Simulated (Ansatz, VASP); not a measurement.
## Sc: VASP beside Ansatz

Contents of INCAR:

```
SYSTEM = Sc
ALGO = Normal
EDIFF = 1E-8
ENCUT = 520
GGA = PE
ISIF = 2
ISMEAR = -1
LASPH = .TRUE.
LCHARG = .FALSE.
LEFG = .TRUE.
LREAL = .FALSE.
LWAVE = .FALSE.
NBANDS = 12
NELM = 60
PREC = Accurate
SIGMA = 0.03
```

Contents of KPOINTS:

```
k-points
0
G
  15 15 15
  0 0 0
```

The input POSCAR:

```
Sc
1.0
    0.0000000000      2.2705000000      2.2705000000
    2.2705000000      0.0000000000      2.2705000000
    2.2705000000      2.2705000000      0.0000000000
Sc
1
Direct
    0.0000000000      0.0000000000      0.0000000000
```

Input for Ansatz:

```yaml
crystal:
  lattice:
    - [0.0, 2.2705, 2.2705]
    - [2.2705, 0.0, 2.2705]
    - [2.2705, 2.2705, 0.0]
  atoms:
    - { symbol: Sc, position: [0.0, 0.0, 0.0] }
kpoints:
  mp_grid: { grid: [15, 15, 15] }
  band_path:
    path:
      - [0.0, 0.0, 0.0]
      - [0.5, 0.0, 0.5]
      - [0.625, 0.25, 0.625]
      - [0.375, 0.375, 0.75]
      - [0.0, 0.0, 0.0]
      - [0.5, 0.5, 0.5]
      - [0.5, 0.25, 0.75]
      - [0.5, 0.0, 0.5]
    npoints: 8
scf:
  occupations: { method: fermi_dirac, width: 0.03 }
hamiltonian:
  xc: pbe
  pseudopotentials: { kind: all_electron, datasets: crystal }
output:
  forces: true
  stress: true
  eigenvalues: true
  efg: { contact_densities: true }
```

Alike in both runs: task electric field gradients; functional PBE; k mesh 15 × 15 × 15; occupations fermi-dirac, width 0.03 eV; no spin polarisation.

|  | VASP | Ansatz |
| --- | --- | --- |
| version | VASP 6.6.1 | Ansatz 0.2.0 |
| potentials or method | VASP PAW PBE potentials, release 64 (Sc_sv), cutoff 520 eV | all-electron PAW with datasets made for the crystal, scalar-relativistic |

```tsv
	VASP	Ansatz	Ansatz less VASP
pressure (GPa)	2.9	2.8	-0.03
```

Ansatz ran all-electron here, and VASP with PAW potentials.
